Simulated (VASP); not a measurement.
W: single point with PBE

Crystal: W.

```
W
1.0
    -1.66119    1.66119    1.72508
     1.66119   -1.66119    1.72508
     1.66119    1.66119   -1.72508
W
1
Direct
  0.00000 0.00000 0.00000
```

This cell differs from its parent crystal: strain +0.040 along x and y, +0.080 along z.

```json
{"Program": "VASP 6.6.1", "Task": "single point", "Functional": "PBE", "Potentials or basis": "VASP PAW PBE potentials, release 64 (W_sv)", "Cutoff": "520 eV", "k mesh": "20 × 20 × 20", "Occupations": "gaussian, width 0.15 eV", "Spin": "no spin polarisation"}
```

| Item | Value |
| --- | --- |
| Pressure | -34.9 GPa |
| Band gap on the k mesh | zero (band 7 reaches 12.84 eV, above the bottom of band 8 at 8.22 eV) |

Stress tensor (GPa, compression positive):
```
-32.33   0.00   0.00
  0.00 -32.33   0.00
  0.00   0.00 -40.09
```

Levels at points of the mesh, in eV from the Fermi level:
```
           k point  band 5  band 6  band 7  band 8  band 9  band 10
(0.00, 0.00, 0.00)   -8.60   -1.09   -1.09   -0.71    1.56     2.05
(0.50, 0.00, 0.00)   -5.20   -2.65    0.16    1.40    2.41     4.61
(0.50, 0.50, 0.00)   -5.15   -3.05    0.40    1.97    2.58     4.71
(0.50, 0.50, 0.50)   -4.56   -4.47    3.87    3.99    3.99     6.31
```

It took 89 s on 1 thread of AMD EPYC 9R45 96-Core Processor (Zen 5), with other jobs on the host, peak memory 0.23 GiB.

Caveat: the cell differs from its parent crystal (strain +0.040 along x and y, +0.080 along z); spin-orbit coupling is left out, which moves the levels of the heavy elements.
